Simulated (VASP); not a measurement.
A run of VASP 6.6.1 is set up as follows.

Contents of INCAR:

```
SYSTEM = SiC
PREC = Accurate
ENCUT = 600
EDIFF = 1E-6
ISMEAR = 0
SIGMA = 0.02
LREAL = .False.
LASPH = .True.
NELM = 60
ALGO = Normal
ISIF = 3
LWAVE = .False.
LCHARG = .False.
GGA = PS
IBRION = 2
NSW = 100
EDIFFG = -0.002
```

File KPOINTS:

```
regular mesh
0
Gamma
  12 12 6
  0 0 0
```

File POSCAR:

```
SiC
1.0
    3.0760000000      0.0000000000      0.0000000000
   -1.5380000000      2.6638941420      0.0000000000
    0.0000000000      0.0000000000      5.0480000000
Si C
2 2
Direct
    0.3333333333      0.6666666667      0.0000000000
    0.6666666667      0.3333333333      0.5000000000
    0.3333333333      0.6666666667      0.3750000000
    0.6666666667      0.3333333333      0.8750000000
```

Potentials or basis: VASP PAW PBE potentials, release 64 (Si, C).

Command:

```bash
$ cat potpaw_PBE.64/Si/POTCAR potpaw_PBE.64/C/POTCAR > POTCAR
$ mpirun -np 1 vasp_std > vasp.out
```

(1) What does it give for the band gap on the k mesh?

(2) Estimate the relaxed volume.

## Answers

(1) 2.12 eV, indirect (least direct gap 3.85 eV).

(2) 10.35 Å³/atom.

Caveat: the PAW data sets were made with another functional, which shifts forces and pressure a little.
